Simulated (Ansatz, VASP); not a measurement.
**One calculation of HfN, two programs**

The input POSCAR:

```
HfN
1.0
    3.1339080219      0.0000000000      0.0000000000
   -1.5669540110      2.7140439601      0.0000000000
    0.0000000000      0.0000000000      5.4167677200
Hf N
2 2
Direct
    0.3333333333      0.6666666667      0.2500000000
    0.6666666667      0.3333333333      0.7500000000
    0.0000000000      0.0000000000      0.5000000000
    0.0000000000      0.0000000000      0.0000000000
```

INCAR.step1

```
SYSTEM = HfN
  PREC = Accurate
  ENCUT = 520
  EDIFF = 1E-5
  ISMEAR = -1
  SIGMA = 0.05
  LREAL = .FALSE.
  LASPH = .TRUE.
  NELM = 60
  ALGO = Normal
  ISIF = 2
  LWAVE = .TRUE.
  LCHARG = .FALSE.
  GGA = PE
  NBANDS = 23
```

File INCAR.step2:

```
SYSTEM = HfN
  PREC = Accurate
  ENCUT = 520
  EDIFF = 1E-7
  ISMEAR = -1
  SIGMA = 0.05
  LREAL = .FALSE.
  LASPH = .TRUE.
  NELM = 60
  ALGO = Normal
  ISIF = 2
  LWAVE = .FALSE.
  LCHARG = .FALSE.
  METAGGA = R2SCAN
  LHFCALC = .TRUE.
  AEXX = 0.25
  LMIXTAU = .TRUE.
  PRECFOCK = Normal
  ISTART = 1
  NBANDS = 23
```

File KPOINTS:

```
regular mesh
0
G
  6 6 3
  0 0 0
```

File input.yaml:

```yaml
crystal:
  lattice:
    - [3.1339080219, 0.0, 0.0]
    - [-1.566954011, 2.7140439601, 0.0]
    - [0.0, 0.0, 5.41676772]
  atoms:
    - { symbol: Hf, position: [0.3333333333, 0.6666666667, 0.25] }
    - { symbol: Hf, position: [0.6666666667, 0.3333333333, 0.75] }
    - { symbol: "N", position: [0.0, 0.0, 0.5] }
    - { symbol: "N", position: [0.0, 0.0, 0.0] }
hamiltonian:
  xc: r2scan0
  pseudopotentials: { kind: paw }
kpoints:
  mp_grid: { grid: [6, 6, 3] }
scf:
  occupations: { method: fermi_dirac, width: 0.05 }
output:
  forces: true
  stress: true
  eigenvalues: true
  write_density: true
  write_potential: true
  elf: true
  volumetric_format: npy
```

Alike in both runs: task single point; functional r2SCAN0; k mesh 6 × 6 × 3; occupations fermi-dirac, width 0.05 eV; no spin polarisation.

|  | VASP | Ansatz |
| --- | --- | --- |
| version | VASP 6.6.1 | Ansatz 0.2.0 |
| potentials or method | VASP PAW PBE potentials, release 64 (Hf_pv, N) | Ansatz PAW |
| plane-wave cutoff (eV) | 520 | 500 |
| valence electrons in the cell | 30 | 62 |

```csv
,VASP,Ansatz,Ansatz less VASP
gap on the k mesh at the Fermi level (eV),none,none,-
pressure (GPa),-5.1,-0.2,+4.90
"traceless stress, the component that is largest in VASP (GPa)",0.77,-2.97,-3.743
```

VASP's potentials were made for PBE, not for r2SCAN0. A gap of «none» marks a metal or a gap that the smearing closes. VASP's potentials hold 30 valence electrons a cell and Ansatz's 62, so a difference there can come from the potentials and not from the codes.

The k mesh is coarse, so the values compare programs but aren't converged. Spin-orbit coupling is off throughout.
